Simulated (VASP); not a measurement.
# H18CO10 in VASP: notebook, part 2 of 3

VASP 6.6.1.

## 3. Single point, PBE+D3(BJ)

File INCAR:

```
ALGO = Normal
EDIFF = 1E-6
ENCUT = 520
GGA = PE
ISIF = 2
ISMEAR = -1
IVDW = 12
LASPH = True
LCHARG = False
LREAL = Auto
LWAVE = False
NBANDS = 61
NELM = 80
PREC = Accurate
SIGMA = 0.02
```

File KPOINTS:

```
k-points
0
Gamma
  1 1 1
```

File POSCAR:

```
H18CO10
1.0
    6.7165700000      0.0000000000      0.0000000000
    0.0000000000      6.7165700000      0.0000000000
    0.0000000000      0.0000000000      6.7165700000
O H C
10 18 1
Direct
    0.4663243292      0.0108537542      0.4250532638
    0.4802897908      0.6070806974      0.9267527920
    0.9989771565      0.6120683623      0.1104581654
    0.8315107265      0.9957612293      0.8424091463
    0.1850944753      0.3789880847      0.4966523091
    0.0369533854      0.2313383170      0.0555491866
    0.3747597360      0.6479348834      0.3052004222
    0.4248448241      0.2196061383      0.8202549813
    0.8579825715      0.5193871277      0.6092097603
    0.7834504814      0.2448571220      0.4490387207
    0.3796282924      0.0712714972      0.3248235334
    0.5871449267      0.0979071163      0.4044921738
    0.6122321363      0.6675133290      0.9054919401
    0.4867663108      0.4686618319      0.8842459767
    1.1040605547      0.6624512214      0.1970499824
    0.9985900541      0.6943722763     -0.0092160135
    0.8938044270      1.0801346521      0.9528822003
    0.8537988884      1.0747747734      0.7187001699
    0.2681428169      0.4757338939      0.4199167134
    0.1066913618      0.3041582236      0.3906607093
    0.0142036784      0.3800600604      0.0652714109
    0.1727667545      0.2310256574      0.0007146505
    0.4480560762      0.7661946499      0.3598860728
    0.4262294594      0.6205548368      0.1642802800
    0.3795687382      0.1898885890      0.6821041097
    0.5338439114      0.1187213116      0.8277290343
    0.9987538282      0.4629297394      0.5665838367
    0.5675367040      0.4415795562      0.5440276808
    0.7281841773      0.3979114340      0.5346776703
```

Potentials or basis: VASP PAW PBE potentials, release 64 (O, H, C).

On the command line:

```console
$ cat potpaw_PBE.64/O/POTCAR potpaw_PBE.64/H/POTCAR potpaw_PBE.64/C/POTCAR > POTCAR
$ mpirun -np 1 vasp_gam > vasp.out
```

OUTCAR:

```text
EDIFF = 1E-6
   ENCUT = 520
   GGA = PE
   ISIF = 2
   ISMEAR = -1
   IVDW = 12
   LASPH = True
   LREAL = Auto
   NELM = 80
   PREC = Accurate
 IVDW          = 12

 ion  position               nearest neighbor table
   1  0.466  0.011  0.425-  11 0.98  12 1.01
   2  0.480  0.607  0.927-  14 0.97  13 0.99
   3  0.999  0.612  0.110-  15 0.98  16 0.98
   4  0.832  0.996  0.842-  18 1.00  17 1.02
   5  0.185  0.379  0.497-  19 1.00  20 1.02
   6  0.037  0.231  0.056-  22 0.98  21 1.01
   7  0.375  0.648  0.305-  23 1.00  24 1.02
   8  0.425  0.220  0.820-  25 1.00  26 1.00
   9  0.858  0.519  0.609-  27 1.06  29 1.29
  10  0.783  0.245  0.449-  29 1.24
  11  0.380  0.071  0.325-   1 0.98
  12  0.587  0.098  0.404-   1 1.01
  13  0.612  0.668  0.905-   2 0.99
  14  0.487  0.469  0.884-   2 0.97
  15  0.104  0.662  0.197-   3 0.98
[... 11 lines left out ...]
  27  0.999  0.463  0.567-   9 1.06
  28  0.568  0.442  0.544-  29 1.12
  29  0.728  0.398  0.535-  28 1.12  10 1.24   9 1.29

  LATTYP: Found a simple cubic cell.
 ALAT       =     6.7165700000

  Lattice vectors:

 A1 = (   6.7165700000,   0.0000000000,   0.0000000000)
 A2 = (   0.0000000000,   6.7165700000,   0.0000000000)
 A3 = (   0.0000000000,   0.0000000000,   6.7165700000)

Analysis of symmetry for initial positions (statically):
=====================================================================
 Subroutine PRICEL returns:
 Original cell was already a primitive cell.

 Routine SETGRP: Setting up the symmetry group for a
 simple cubic supercell.

 Subroutine GETGRP returns: Found  1 space group operations
 (whereof  1 operations were pure point group operations)
 out of a pool of 48 trial point group operations.

The static configuration has the point symmetry C_1 .

Analysis of symmetry for dynamics (positions and initial velocities):
=====================================================================
 Subroutine PRICEL returns:
 Original cell was already a primitive cell.

 Routine SETGRP: Setting up the symmetry group for a
 simple cubic supercell.

 Subroutine GETGRP returns: Found  1 space group operations
 (whereof  1 operations were pure point group operations)
 out of a pool of 48 trial point group operations.

The dynamic configuration has the point symmetry C_1 .

 Subroutine INISYM returns: Found  1 space group operations
 (whereof  1 operations are pure point group operations),
 and found     1 'primitive' translations

----------------------------------------------------------------------------------------

                                     Primitive cell

  volume of cell :     303.0000

  direct lattice vectors                    reciprocal lattice vectors
     6.716570000  0.000000000  0.000000000     0.148885517  0.000000000  0.000000000
     0.000000000  6.716570000  0.000000000     0.000000000  0.148885517  0.000000000
     0.000000000  0.000000000  6.716570000     0.000000000  0.000000000  0.148885517

  length of vectors
     6.716570000  6.716570000  6.716570000     0.148885517  0.148885517  0.148885517

  position of ions in fractional coordinates (direct lattice)
     0.466324329  0.010853754  0.425053264
     0.480289791  0.607080697  0.926752792
     0.998977156  0.612068362  0.110458165
     0.831510726  0.995761229  0.842409146
     0.185094475  0.378988085  0.496652309
     0.036953385  0.231338317  0.055549187
[... 21 lines left out ...]
     0.567536704  0.441579556  0.544027681
     0.728184177  0.397911434  0.534677670

  ion indices of the primitive-cell ions
   primitive index   ion index
                 1           1
                 2           2
                 3           3
                 4           4
                 5           5
                 6           6
[... 21 lines left out ...]
                28          28
                29          29

----------------------------------------------------------------------------------------

 KPOINTS: k-points

Automatic generation of k-mesh.
 Grid dimensions read from file:
 generate k-points for:    1    1    1

 Generating k-lattice:

  Cartesian coordinates                     Fractional coordinates (reciprocal lattice)
     0.148885517  0.000000000  0.000000000     1.000000000  0.000000000  0.000000000
     0.000000000  0.148885517  0.000000000     0.000000000  1.000000000  0.000000000
     0.000000000  0.000000000  0.148885517     0.000000000  0.000000000  1.000000000

  Length of vectors
     0.148885517  0.148885517  0.148885517

  Shift w.r.t. Gamma in fractional coordinates (k-lattice)
     0.000000000  0.000000000  0.000000000

 Subroutine IBZKPT returns following result:
 ===========================================

 Found      1 irreducible k-points:

 Following reciprocal coordinates:
            Coordinates               Weight
  0.000000  0.000000  0.000000      1.000000
   k-points           NKPTS =      1   k-points in BZ     NKDIM =      1   number of bands    NBANDS=     61
   number of dos      NEDOS =    301   number of ions     NIONS =     29
   total plane-waves  NPLWV = 125000
   dimension x,y,z NGX =    50 NGY =   50 NGZ =   50
   dimension x,y,z NGXF=   100 NGYF=  100 NGZF=  100
   ions per type =              10  18   1
   NGX,Y,Z   is equivalent  to a cutoff of  12.38, 12.38, 12.38 a.u.
   NGXF,Y,Z  is equivalent  to a cutoff of  24.75, 24.75, 24.75 a.u.
 SYSTEM =  unknown system
   PREC   = accura    normal or accurate (medium, high low for compatibility)
   ISTART =      0    job   : 0-new  1-cont  2-samecut
   ICHARG =      2    charge: 1-file 2-atom 10-const
   ISPIN  =      1    spin polarized calculation?
   LNONCOLLINEAR =      F non collinear calculations
   LSORBIT =      F    spin-orbit coupling
   LASPH  =      T    aspherical Exc in radial PAW
   ENCUT  =  520.0 eV  38.22 Ry    6.18 a.u.  12.49 12.49 12.49*2*pi/ulx,y,z
   NELM   =     80;   NELMIN=  2; NELMDL= -5     # of ELM steps
   EDIFF  = 0.1E-05   stopping-criterion for ELM
   LREAL  =      T    real-space projection
   EDIFFG = 0.1E-04   stopping-criterion for IOM
   NSW    =      0    number of steps for IOM
   IBRION =     -1    ionic relax: 0-MD 1-quasi-New 2-CG
   NFREE  =      0    steps in history (QN), initial steepest desc. (CG)
   ISIF   =      2    stress and relaxation
   ISYM   =      2    0-nonsym 1-usesym 2-fastsym
   POTIM  = 0.5000    time-step for ionic-motion
   TEBEG  =    0.0;   TEEND  =   0.0 temperature during run
   PSTRESS=    0.0 pullay stress
   NELECT =      82.0000    total number of electrons
   NUPDOWN=      -1.0000    fix difference up-down
   EMIN   =  10.00;   EMAX   =-10.00  energy-range for DOS
   EFERMI =   0.00;   METHOD = LEGACY
   ISMEAR =    -1;   SIGMA  =   0.02  broadening in eV -4-tet -1-fermi 0-gaus
   EFERMI_NEDOS =   21; number of points for ismear=-14 and -15
   IALGO  =     38    algorithm
   IMIX   =      4    mixing-type and parameters
     AMIX     =   0.40;   BMIX     =  1.00
     AMIX_MAG =   1.60;   BMIX_MAG =  1.00
  volume/ion in A,a.u.               =      10.45        70.51
  Fermi-wavevector in a.u.,A,eV,Ry     =   1.058925  2.001078 15.256517  1.121322
  Thomas-Fermi vector in A             =   2.194252
   LORBIT       =      0    0 simple, 1 ext, 2 COOP (PROOUT), +10 PAW based schemes
   GGA     = PE    functional components
   LHFCALC =     F    Hartree Fock is set to
   AEXX    =    0.0000 exact exchange contribution
   IVDW    =    12    specifies the selected vdW correction
   LEPSILON=     F    determine dielectric tensor
   LRPA    =     F    only Hartree local field effects (RPA)
 non-spin polarized calculation
  energy-cutoff  :      520.00
  volume of cell :      303.00
 maximum number of plane-waves:      4109
 NGX is ok and might be reduce to    50
   NGX = 25   NGY = 25   NGZ = 25

 number of electron      81.9999997 magnetization

 Free energy of the ion-electron system (eV)
  ---------------------------------------------------
  ext. energy  EPLUGINS =         0.00000000
  ---------------------------------------------------
  free energy    TOTEN  =      -147.07329994 eV

  energy without entropy =     -147.07329994  energy(sigma->0) =     -147.07329994

 E-fermi :  -2.9103     XC(G=0):  -6.8024

 val. band max:       -3.4702698833   @ k =   0.0000   0.0000   0.0000
 cond. band min:       1.4778798070   @ k =   0.0000   0.0000   0.0000
 fundamental gap:      4.9481496903
 Fermi energy:        -2.9102944384

 k-point     1 :       0.0000    0.0000    0.0000
  band No.  band energies     occupation
      1     -24.9042      2.00000
      2     -22.5677      2.00000
      3     -22.4641      2.00000
      4     -22.2873      2.00000
      5     -22.1425      2.00000
      6     -21.9820      2.00000
[... 45 lines left out ...]
     52       6.6528      0.00000
     53       6.7021      0.00000
 [bands above 53 left out]

------------------------ aborting loop because EDIFF is reached ----------------------------------------

 Edisp (eV)   -1.05368

 E8    (eV) :    -0.2236

  FORCE on cell =-STRESS in cart. coord.  units (eV):
  Direction    XX          YY          ZZ          XY          YZ          ZX
  --------------------------------------------------------------------------------------
  -------------------------------------------------------------------------------------
  Total      -1.32496     2.81248    -1.98768     0.46668     1.24296    -0.28335
  in kB      -7.00603    14.87158   -10.51027     2.46766     6.57243    -1.49825
  external pressure =       -0.88 kB  Pullay stress =        0.00 kB

 VOLUME and BASIS-vectors are now :
 -----------------------------------------------------------------------------
  energy-cutoff  :      520.00
  volume of cell :      303.00
      direct lattice vectors                 reciprocal lattice vectors
     6.716570000  0.000000000  0.000000000     0.148885517  0.000000000  0.000000000
     0.000000000  6.716570000  0.000000000     0.000000000  0.148885517  0.000000000
     0.000000000  0.000000000  6.716570000     0.000000000  0.000000000  0.148885517

 POSITION                                       TOTAL-FORCE (eV/Angst)
 -----------------------------------------------------------------------------------
      3.13210      0.07290      2.85490         0.192897      0.762739     -0.578656
      3.22590      4.07750      6.22460         0.569445      0.913072      0.335563
      6.70970      4.11100      0.74190        -0.527957      0.080790     -0.236424
      5.58490      6.68810      5.65810        -0.370674      0.381507     -0.274231
      1.24320      2.54550      3.33580        -1.102769     -1.335915     -0.793804
      0.24820      1.55380      0.37310         0.910574      0.734361      0.508011
[... 21 lines left out ...]
      3.81190      2.96590      3.65400         0.501747     -0.002271      0.128836
      4.89090      2.67260      3.59120        -0.257559      0.356728     -0.277612
 -----------------------------------------------------------------------------------
    total drift:                               -0.016221     -0.008478     -0.004809

  FREE ENERGIE OF THE ION-ELECTRON SYSTEM (eV)
  ---------------------------------------------------
  free  energy   TOTEN  =      -148.1269824232 eV

  energy  without entropy=     -148.1269824232  energy(sigma->0) =     -148.12698242
```

It took 44 s on 1 thread of AMD EPYC 7R13 (Zen 3), shared host; peak memory 0.29 GiB.

Results:

* Free energy: -148.1270 eV
* Pressure: -0.1 GPa
* Largest force: 1.905 eV/Å
* Band gap on the k mesh: 4.95 eV
* Dispersion energy per atom: -0.036 eV

Forces on the atoms (eV/Å):
```
O    0.193  0.763 -0.579
O    0.569  0.913  0.336
O   -0.528  0.081 -0.236
O   -0.371  0.382 -0.274
O   -1.103 -1.336 -0.794
O    0.911  0.734  0.508
O    0.313 -0.028 -0.652
O    0.428 -1.021 -0.691
O   -0.265  0.751  0.483
O   -0.330 -1.019 -0.543
H   -0.327 -0.359  0.184
H    0.235 -0.464  0.488
H   -0.442 -0.211 -0.049
H    0.009 -0.679 -0.282
H    0.437  0.194  0.051
H   -0.001  0.172  0.047
H   -0.080 -0.171 -0.910
H    0.010 -0.685  0.820
H    0.343  0.689 -0.126
H    0.748  0.346  0.805
H   -0.304 -0.251  0.147
H   -0.072 -0.478 -0.310
H   -0.452 -0.162 -0.198
H   -0.124  0.335  0.522
H   -0.277  0.422  0.528
H   -0.101  0.406  0.521
H    0.338  0.322  0.355
H    0.502 -0.002  0.129
C   -0.258  0.357 -0.278
```

Levels at points of the mesh, in eV from the valence-band top:
```tsv
k point	band 39	band 40	band 41	band 42	band 43	band 44
(0.00, 0.00, 0.00)	-0.26	-0.16	0.00	4.95	5.22	7.47
```

Caveat: the k points lie up to 0.94 Å⁻¹ apart.

## 4. Single point, PBE+D3(BJ)

File INCAR:

```
SYSTEM = H18CO10
  PREC = Accurate
  ENCUT = 520
  EDIFF = 1E-7
  ISMEAR = -1
  SIGMA = 0.02
  LREAL = Auto
  LASPH = .TRUE.
  NELM = 80
  ALGO = Normal
  ISIF = 2
  LWAVE = .FALSE.
  LCHARG = .FALSE.
  GGA = PE
  IVDW = 12
  NBANDS = 61
```

File KPOINTS:

```
regular mesh
0
G
  1 1 1
  0 0 0
```

File POSCAR:

```
H18CO10
1.0
    6.7165700000      0.0000000000      0.0000000000
    0.0000000000      6.7165700000      0.0000000000
    0.0000000000      0.0000000000      6.7165700000
O H C
10 18 1
Direct
    0.4188000721      0.0241194538      0.4215395656
    0.4673218622      0.6092097603      0.8888763163
    1.0056918933      0.5919390403      0.1137336468
    0.8173814909      0.9986347198      0.8330889129
    0.1827420841      0.3964672444      0.5024141787
    0.1254807141      0.1678684209      0.0571869273
    0.3636677649      0.6739302948      0.2895972200
    0.4293560552      0.1618236689      0.8388656710
    0.8313320638      0.5334270320      0.5845245415
    0.8016740688      0.2178046235      0.4488600580
    0.3420793649      0.1415007958      0.3731071068
    0.5621172712      0.0738323281      0.4052068243
    0.5975073587      0.6621832275      0.8445977634
    0.4839374859      0.4624830829      0.8961270410
    1.1282395628      0.6600690531      0.1490939572
    0.9410755788      0.6667391243      0.0078164897
    0.9242812924      1.0547347828      0.9184896458
    0.8374810357      1.0509679792      0.6985559594
    0.2804407607      0.4969500802      0.4502595819
    0.1035498774      0.3429577895      0.3868492400
    0.1024630131      0.3150417549      0.0450378690
    0.2508274313      0.1461460239     -0.0177918193
    0.3860452582      0.8169199457      0.3400842990
    0.4465821096      0.6532947621      0.1625829851
    0.3903182726      0.1577590943      0.7002681428
    0.5565638414      0.1056044975      0.8617195979
    0.9841183819      0.5025481756      0.5607028588
    0.5729263597      0.3796878466      0.5382211456
    0.7347351401      0.3781394372      0.5098286774
```

On the command line:

```console
$ cat potpaw_PBE.64/O/POTCAR potpaw_PBE.64/H/POTCAR potpaw_PBE.64/C/POTCAR > POTCAR
$ mpirun -np 1 vasp_gam > vasp.out
```

Wall time 46 s (1 thread of AMD EPYC 7R13 (Zen 3), shared host); peak memory 0.28 GiB.

It converged, with:

```yaml
Free_energy: -147.8910 eV
Pressure: -0.9 GPa
Largest_force: 2.277 eV/Å
Band_gap_on_the_k_mesh: 4.82 eV
Dispersion_energy_per_atom: -0.036 eV
```

Forces in eV/Å, atoms in the order of the input:
```
O    1.290  1.869 -0.157
O    0.893 -0.382  0.238
O   -0.806 -0.690 -0.343
O   -0.428 -0.173  0.055
O   -0.508 -0.457 -0.305
O   -0.815  1.031  0.521
O    0.894  0.138 -0.994
O   -1.306  1.468  0.331
O    0.291 -1.025 -0.912
O    0.596  0.252 -0.592
H   -0.010 -0.886  0.097
H   -0.978 -0.646  0.208
H   -0.579 -0.249  0.087
H   -0.120  0.500 -0.295
H    0.601  0.384  0.262
H    0.191  0.120  0.049
H    0.234  0.201 -0.017
H    0.241 -0.127  0.178
H   -0.343  0.197 -0.576
H    0.809  0.297  0.533
H   -0.112 -0.766  0.124
H    0.132 -0.030 -0.207
H   -0.048 -0.818 -0.442
H   -0.980  0.369  1.129
H    0.137 -0.430 -0.403
H    1.909 -1.077 -0.175
H   -0.222  0.159  0.292
H   -0.298  0.876 -0.214
C   -0.666 -0.107  1.528
```

Stress tensor (GPa, compression positive):
```
 0.02 -0.94 -0.87
-0.94 -1.94 -0.04
-0.87 -0.04 -0.83
```

Levels at points of the mesh, in eV from the valence-band top:
```csv
k point,band 37,band 38,band 39,band 40,band 41,band 42,band 43,band 44,band 45,band 46
"(0.00, 0.00, 0.00)",-0.42,-0.31,-0.12,-0.04,0.00,4.82,5.19,7.53,8.09,8.37
```

Caveat: the k points lie up to 0.94 Å⁻¹ apart.

[end of part 2 of 3]
